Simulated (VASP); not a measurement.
# SnSe2 in VASP: notebook

The runs below take SnSe2 through relaxation of cell and atoms, with LDA.

Program: VASP 6.6.1. These are calculated values, not measurements. Logs are shortened: lines on timing, memory, paths and dates and some standing lists are left out, and cuts for length are marked.

## Step 1: The cell of the first run

The cell holds a slab with vacuum, 12 atoms: a = 3.811 Å, b = 3.811 Å, c = 39.464 Å, α = 90.00°, β = 90.00°, γ = 120.00°.

## Step 2: Relaxation of cell and atoms, LDA

Contents of INCAR:

```
ALGO     = Normal         # electronic algorithm
EDIFF    = 1E-6           # SCF threshold, eV
EDIFFG   = -0.01          # ionic threshold
ENCUT    = 600            # plane-wave cutoff, eV
IBRION   = 2              # ionic algorithm
ISIF     = 3              # what is computed and relaxed
ISMEAR   = 0              # smearing method
KPAR     = 4            
LASPH    = T              # aspherical terms in the spheres
LATTICE_CONSTRAINTS= .TRUE. .TRUE. .FALSE.
LCHARG   = F              # write CHGCAR
LREAL    = F              # projectors in reciprocal space
LWAVE    = F              # write WAVECAR
NELM     = 80             # most SCF steps
NSW      = 90             # ionic steps
PREC     = Accurate       # precision mode
SIGMA    = 0.03           # smearing width, eV
```

Contents of KPOINTS:

```
k-points
0
Gamma
  9 9 1
```

Contents of POSCAR:

```
SnSe2
1.0
    3.8110000000      0.0000000000      0.0000000000
   -1.9055000000      3.3004228100      0.0000000000
    0.0000000000      0.0000000000     39.4637280000
Se Sn
8 4
Direct
    0.6666666700      0.3333333300      0.2280575200
    0.3333333300      0.6666666700      0.3054888300
    0.6666666700      0.3333333300      0.3835420700
    0.3333333300      0.6666666700      0.4609733800
    0.6666666700      0.3333333300      0.5390266200
    0.3333333300      0.6666666700      0.6164579300
    0.6666666700      0.3333333300      0.6945111700
    0.3333333300      0.6666666700      0.7719424800
    0.0000000000      0.0000000000      0.2667731700
    0.0000000000      0.0000000000      0.4222577200
    0.0000000000      0.0000000000      0.5777422800
    0.0000000000      0.0000000000      0.7332268300
```

Potentials or basis: VASP PAW LDA potentials, release 64 (Se, Sn_d).

Run with:

```bash
$ cat potpaw_LDA.64/Se/POTCAR potpaw_LDA.64/Sn_d/POTCAR > POTCAR
$ mpirun -np 4 vasp_std > vasp.out
```

OUTCAR:

```text
EDIFF = 1E-6
   EDIFFG = -0.01
   ENCUT = 600
   IBRION = 2
   ISIF = 3
   ISMEAR = 0
   LASPH = T
   LREAL = F
   NELM = 80
   NSW = 90
   PREC = Accurate

 ion  position               nearest neighbor table
   1  0.667  0.333  0.228-   9 2.68   9 2.68   9 2.68
   2  0.333  0.667  0.305-   9 2.68   9 2.68   9 2.68
   3  0.667  0.333  0.384-  10 2.68  10 2.68  10 2.68
   4  0.333  0.667  0.461-  10 2.68  10 2.68  10 2.68
   5  0.667  0.333  0.539-  11 2.68  11 2.68  11 2.68
   6  0.333  0.667  0.616-  11 2.68  11 2.68  11 2.68
   7  0.667  0.333  0.695-  12 2.68  12 2.68  12 2.68
   8  0.333  0.667  0.772-  12 2.68  12 2.68  12 2.68
   9  0.000  0.000  0.267-   1 2.68   1 2.68   1 2.68   2 2.68   2 2.68   2 2.68
  10  0.000  0.000  0.422-   3 2.68   3 2.68   3 2.68   4 2.68   4 2.68   4 2.68
  11  0.000  0.000  0.578-   6 2.68   6 2.68   6 2.68   5 2.68   5 2.68   5 2.68
  12  0.000  0.000  0.733-   8 2.68   8 2.68   8 2.68   7 2.68   7 2.68   7 2.68

  LATTYP: Found a hexagonal cell.
 ALAT       =     3.8110000000
 C/A-ratio  =    10.3552159538

  Lattice vectors:

 A1 = (   3.8110000000,   0.0000000000,   0.0000000000)
 A2 = (  -1.9055000000,   3.3004228100,   0.0000000000)
 A3 = (   0.0000000000,   0.0000000000,  39.4637280000)

Analysis of symmetry for initial positions (statically):
=====================================================================
 Subroutine PRICEL returns:
 Original cell was already a primitive cell.

 Routine SETGRP: Setting up the symmetry group for a
 hexagonal supercell.

 Subroutine GETGRP returns: Found 12 space group operations
 (whereof 12 operations were pure point group operations)
 out of a pool of 24 trial point group operations.

The static configuration has the point symmetry D_3d.

Analysis of symmetry for dynamics (positions and initial velocities):
=====================================================================
 Subroutine PRICEL returns:
 Original cell was already a primitive cell.

 Routine SETGRP: Setting up the symmetry group for a
 hexagonal supercell.

 Subroutine GETGRP returns: Found 12 space group operations
 (whereof 12 operations were pure point group operations)
 out of a pool of 24 trial point group operations.

The dynamic configuration has the point symmetry D_3d.

 Subroutine INISYM returns: Found 12 space group operations
 (whereof 12 operations are pure point group operations),
 and found     1 'primitive' translations

----------------------------------------------------------------------------------------

                                     Primitive cell

  volume of cell :     496.3713

  direct lattice vectors                    reciprocal lattice vectors
     3.811000000  0.000000000  0.000000000     0.262398321  0.151495741  0.000000000
    -1.905500000  3.300422810  0.000000000     0.000000000  0.302991482  0.000000000
     0.000000000  0.000000000 39.463728000     0.000000000  0.000000000  0.025339725

  length of vectors
     3.811000000  3.810999997 39.463728000     0.302991482  0.302991482  0.025339725

  position of ions in fractional coordinates (direct lattice)
     0.666666670  0.333333330  0.228057520
     0.333333330  0.666666670  0.305488830
     0.666666670  0.333333330  0.383542070
     0.333333330  0.666666670  0.460973380
     0.666666670  0.333333330  0.539026620
     0.333333330  0.666666670  0.616457930
     0.666666670  0.333333330  0.694511170
     0.333333330  0.666666670  0.771942480
     0.000000000  0.000000000  0.266773170
     0.000000000  0.000000000  0.422257720
     0.000000000  0.000000000  0.577742280
     0.000000000  0.000000000  0.733226830

  ion indices of the primitive-cell ions
   primitive index   ion index
                 1           1
                 2           2
                 3           3
                 4           4
                 5           5
                 6           6
                 7           7
                 8           8
                 9           9
                10          10
                11          11
                12          12

----------------------------------------------------------------------------------------

 KPOINTS: k-points

Automatic generation of k-mesh.
 Grid dimensions read from file:
 generate k-points for:    9    9    1

 Generating k-lattice:

  Cartesian coordinates                     Fractional coordinates (reciprocal lattice)
     0.029155369  0.016832860  0.000000000     0.111111111  0.000000000  0.000000000
     0.000000000  0.033665720  0.000000000     0.000000000  0.111111111  0.000000000
     0.000000000  0.000000000  0.025339725     0.000000000  0.000000000  1.000000000

  Length of vectors
     0.033665720  0.033665720  0.025339725

  Shift w.r.t. Gamma in fractional coordinates (k-lattice)
     0.000000000  0.000000000  0.000000000

 Subroutine IBZKPT returns following result:
 ===========================================

 Found     12 irreducible k-points:

 Following reciprocal coordinates:
            Coordinates               Weight
  0.000000  0.000000  0.000000      1.000000
  0.111111  0.000000  0.000000      6.000000
  0.222222 -0.000000  0.000000      6.000000
  0.333333  0.000000  0.000000      6.000000
  0.444444 -0.000000  0.000000      6.000000
  0.111111  0.111111  0.000000      6.000000
  0.222222  0.111111  0.000000     12.000000
  0.333333  0.111111  0.000000     12.000000
  0.444444  0.111111  0.000000      6.000000
  0.222222  0.222222  0.000000      6.000000
  0.333333  0.222222  0.000000     12.000000
  0.333333  0.333333  0.000000      2.000000
   k-points           NKPTS =     12   k-points in BZ     NKDIM =     12   number of bands    NBANDS=     62
   number of dos      NEDOS =    301   number of ions     NIONS =     12
   total plane-waves  NPLWV = 288000
   dimension x,y,z NGX =    30 NGY =   30 NGZ =  320
   dimension x,y,z NGXF=    60 NGYF=   60 NGZF=  640
   ions per type =               8   4
   NGX,Y,Z   is equivalent  to a cutoff of  13.09, 13.09, 13.48 a.u.
   NGXF,Y,Z  is equivalent  to a cutoff of  26.17, 26.17, 26.96 a.u.
 SYSTEM =  unknown system
   PREC   = accura    normal or accurate (medium, high low for compatibility)
   ISTART =      0    job   : 0-new  1-cont  2-samecut
   ICHARG =      2    charge: 1-file 2-atom 10-const
   ISPIN  =      1    spin polarized calculation?
   LNONCOLLINEAR =      F non collinear calculations
   LSORBIT =      F    spin-orbit coupling
   LASPH  =      T    aspherical Exc in radial PAW
   ENCUT  =  600.0 eV  44.10 Ry    6.64 a.u.   7.61  7.61 78.82*2*pi/ulx,y,z
   NELM   =     80;   NELMIN=  2; NELMDL= -5     # of ELM steps
   EDIFF  = 0.1E-05   stopping-criterion for ELM
   LREAL  =      F    real-space projection
   EDIFFG = -.1E-01   stopping-criterion for IOM
   NSW    =     90    number of steps for IOM
   IBRION =      2    ionic relax: 0-MD 1-quasi-New 2-CG
   NFREE  =      1    steps in history (QN), initial steepest desc. (CG)
   ISIF   =      3    stress and relaxation
   ISYM   =      2    0-nonsym 1-usesym 2-fastsym
   POTIM  = 0.5000    time-step for ionic-motion
   TEBEG  =    0.0;   TEEND  =   0.0 temperature during run
   PSTRESS=    0.0 pullay stress
   NELECT =     104.0000    total number of electrons
   NUPDOWN=      -1.0000    fix difference up-down
   EMIN   =  10.00;   EMAX   =-10.00  energy-range for DOS
   EFERMI =   0.00;   METHOD = LEGACY
   ISMEAR =     0;   SIGMA  =   0.03  broadening in eV -4-tet -1-fermi 0-gaus
   EFERMI_NEDOS =   21; number of points for ismear=-14 and -15
   IALGO  =     38    algorithm
   IMIX   =      4    mixing-type and parameters
     AMIX     =   0.40;   BMIX     =  1.00
     AMIX_MAG =   1.60;   BMIX_MAG =  1.00
  volume/ion in A,a.u.               =      41.36       279.14
  Fermi-wavevector in a.u.,A,eV,Ry     =   0.972338  1.837452 12.863497  0.945440
  Thomas-Fermi vector in A             =   2.102628
   LORBIT       =      0    0 simple, 1 ext, 2 COOP (PROOUT), +10 PAW based schemes
   GGA     = CA    functional components
   LHFCALC =     F    Hartree Fock is set to
   AEXX    =    0.0000 exact exchange contribution
   IVDW    =     0    specifies the selected vdW correction
   LEPSILON=     F    determine dielectric tensor
   LRPA    =     F    only Hartree local field effects (RPA)
 conjugate gradient relaxation of ions
 non-spin polarized calculation
 Gauss-broadening in eV      SIGMA  =   0.03
  energy-cutoff  :      600.00
  volume of cell :      496.37
 maximum number of plane-waves:     16711
   NGX = 15   NGY = 15   NGZ =157

--------------------------------------- Ionic step        1  -------------------------------------------

 number of electron     103.9999977 magnetization

 Free energy of the ion-electron system (eV)
  ---------------------------------------------------
  ext. energy  EPLUGINS =         0.00000000
  ---------------------------------------------------
  free energy    TOTEN  =       -54.87942003 eV

  energy without entropy =      -54.87942003  energy(sigma->0) =      -54.87942003

------------------------ aborting loop because EDIFF is reached ----------------------------------------

  FORCE on cell =-STRESS in cart. coord.  units (eV):
  Direction    XX          YY          ZZ          XY          YZ          ZX
  --------------------------------------------------------------------------------------
  -------------------------------------------------------------------------------------
  Total        0.5261335      0.5261335      4.1826983      0.0000000      0.0000000      0.0000000
  in kB        1.6982433      1.6982433     13.5008305      0.0000000      0.0000000      0.0000000
  external PRESSURE =       5.6324391 kB  Pullay stress =       0.0000000 kB
[... 119 lines left out ...]
  FREE ENERGIE OF THE ION-ELECTRON SYSTEM (eV)
  ---------------------------------------------------
  free  energy   TOTEN  =       -54.9550022137 eV

  energy  without entropy=      -54.9550022137  energy(sigma->0) =      -54.95500221

[... ionic steps 4 to 84 ...]

--------------------------------------- Ionic step       85  -------------------------------------------

 number of electron     103.9999965 magnetization

------------------------ aborting loop because EDIFF is reached ----------------------------------------

  FORCE on cell =-STRESS in cart. coord.  units (eV):
  Direction    XX          YY          ZZ          XY          YZ          ZX
  --------------------------------------------------------------------------------------
  -------------------------------------------------------------------------------------
  Total       -0.0136015     -0.0136015      0.0410822      0.0000000      0.0000000     -0.0000000
  in kB       -0.0442014     -0.0442014      0.1335070      0.0000000      0.0000000     -0.0000000
  external PRESSURE =       0.0150347 kB  Pullay stress =       0.0000000 kB
[... 77 lines left out ...]
  energy  without entropy=      -55.0185667776  energy(sigma->0) =      -55.01856678

--------------------------------------- Ionic step       87  -------------------------------------------

 number of electron     103.9999965 magnetization

 Free energy of the ion-electron system (eV)
  ---------------------------------------------------
  ext. energy  EPLUGINS =         0.00000000
  ---------------------------------------------------
  free energy    TOTEN  =       -55.01858609 eV

  energy without entropy =      -55.01858609  energy(sigma->0) =      -55.01858609

 E-fermi :   0.5891     XC(G=0):  -6.2922

 val. band max:        0.4430659056   @ k =   0.1111   0.1111   0.0000
 cond. band min:       0.8743617046   @ k =   0.4444  -0.0000   0.0000
 fundamental gap:      0.4312957990
 Fermi energy:         0.5890918234

 k-point     1 :       0.0000    0.0000    0.0000
  band No.  band energies     occupation
      1     -20.8624      2.00000
      2     -20.8624      2.00000
      3     -20.8624      2.00000
      4     -20.8624      2.00000
      5     -20.8539      2.00000
      6     -20.8539      2.00000
[... 808 lines left out ...]
  FREE ENERGIE OF THE ION-ELECTRON SYSTEM (eV)
  ---------------------------------------------------
  free  energy   TOTEN  =       -55.0185860945 eV

  energy  without entropy=      -55.0185860945  energy(sigma->0) =      -55.01858609

 reached required accuracy - stopping structural energy minimisation
```

It took 76 min on 4 MPI ranks of AMD EPYC 9R14 (Zen 4), shared host; peak memory 0.74 GiB.

What came out:

```
Free energy                           : -55.0186 eV
Relaxed cell                          : a = 3.798 Å, b = 3.798 Å, c = 39.464 Å, α = 90.00°, β = 90.00°, γ = 120.00°
Space group after relaxing (to 0.1 Å) : P-3m1 (No. 164)
Energy gained by relaxing             : 11.6 meV/atom
Ionic steps                           : 87
Largest force after relaxing          : 0.004 eV/Å
Band gap on the k mesh                : 0.43 eV (least direct gap 0.78 eV)
```

Forces in eV/Å, atoms in the order of the input:
```
Se   0.000  0.000 -0.004
Se   0.000  0.000  0.002
Se   0.000  0.000 -0.001
Se   0.000  0.000 -0.002
Se   0.000  0.000  0.002
Se   0.000  0.000  0.001
Se   0.000  0.000 -0.002
Se   0.000  0.000  0.004
Sn   0.000  0.000  0.002
Sn   0.000  0.000  0.004
Sn   0.000  0.000 -0.004
Sn   0.000  0.000 -0.002
```

The path:
```tsv
step	energy change (eV)	largest force (eV/Å)	pressure (GPa)	volume (Å³)
1	0.0000	0.5117	0.56	496.37
4	-0.1092	0.0543	-0.20	489.68
7	-0.1097	0.0366	-0.14	488.99
10	-0.1100	0.0399	-0.13	489.02
13	-0.1114	0.1612	-0.13	490.34
16	-0.1124	0.0995	-0.13	489.91
19	-0.1164	0.0985	-0.11	490.19
22	-0.1201	0.1470	-0.05	490.81
25	-0.1281	0.0869	-0.03	491.57
28	-0.1288	0.0622	-0.02	491.89
31	-0.1299	0.0355	-0.05	491.80
34	-0.1304	0.0353	-0.03	491.53
37	-0.1313	0.0894	-0.12	491.98
40	-0.1325	0.0633	-0.12	491.66
43	-0.1337	0.0546	-0.09	490.91
46	-0.1344	0.0109	-0.06	491.01
49	-0.1344	0.0130	-0.06	491.21
52	-0.1346	0.0697	-0.08	491.75
55	-0.1347	0.0375	-0.08	491.51
58	-0.1352	0.0366	-0.04	491.41
61	-0.1358	0.0383	-0.04	491.68
64	-0.1363	0.0169	-0.07	491.78
67	-0.1363	0.0191	-0.06	491.60
70	-0.1365	0.0189	-0.04	491.57
73	-0.1367	0.0276	-0.01	491.60
76	-0.1369	0.0635	-0.09	493.02
79	-0.1374	0.0437	-0.05	492.50
82	-0.1387	0.0499	0.08	492.61
85	-0.1391	0.0106	0.00	493.01
87	-0.1392	0.0044	-0.01	493.03
```

Final structure:
```
Se Sn
1.0
     3.79815    0.00000    0.00000
    -1.89907    3.28929    0.00000
     0.00000    0.00000   39.46373
Se Sn
8 4
Direct
  0.66667 0.33333 0.23676
  0.33333 0.66667 0.31662
  0.66667 0.33333 0.38511
  0.33333 0.66667 0.46520
  0.66667 0.33333 0.53480
  0.33333 0.66667 0.61489
  0.66667 0.33333 0.68338
  0.33333 0.66667 0.76324
  0.00000 0.00000 0.27656
  0.00000 0.00000 0.42516
  0.00000 0.00000 0.57484
  0.00000 0.00000 0.72344
```

Levels at points of the mesh, in eV from the valence-band top:
```csv
k point,band 49,band 50,band 51,band 52,band 53,band 54,band 55,band 56
"(0.00, 0.00, 0.00)",-0.29,-0.29,-0.24,-0.24,0.89,1.40,1.94,2.34
```

Caveat: spin-orbit coupling is left out, which moves the levels of the heavy elements. Zero-point motion and thermal expansion aren't in these numbers.

(Continued in part 2 of 2.)
